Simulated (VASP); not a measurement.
A run of VASP 6.6.1 is set up as follows.

INCAR

```
  PREC = Accurate
  ENCUT = 600
  EDIFF = 1E-6
  ISMEAR = -1
  SIGMA = 0.05
  LREAL = False
  LASPH = True
  NELM = 200
  ALGO = Normal
  ISIF = 2
  LWAVE = False
  LCHARG = False
  ISPIN = 2
  MAGMOM = 3
  LORBIT = 11
  LMAXMIX = 4
  GGA = PS
  NBANDS = 18
  GGA_COMPAT = False
```

File KPOINTS:

```
Automatic mesh
0
Gamma
  13 13 13
```

POSCAR

```
Fe
1.0
   -1.4430000000      1.4430000000      1.4430000000
    1.4430000000     -1.4430000000      1.4430000000
    1.4430000000      1.4430000000     -1.4430000000
Fe
1
Direct
    0.0000000000      0.0000000000      0.0000000000
```

Potentials or basis: VASP PAW PBE potentials, release 64 (Fe_sv).

Command:

```sh
$ cat potpaw_PBE.64/Fe_sv/POTCAR > POTCAR
$ mpirun -np 1 vasp_std > vasp.out
```

Task: What does it give for the pressure?

Result: -21.1 GPa.

Task: Estimate the site moments.

Result: Fe +2.26 μB.

Task: Predict the net moment.

Result: 2.26 μB per cell.

Caveat: the PAW data sets were made with another functional, which shifts forces and pressure a little.
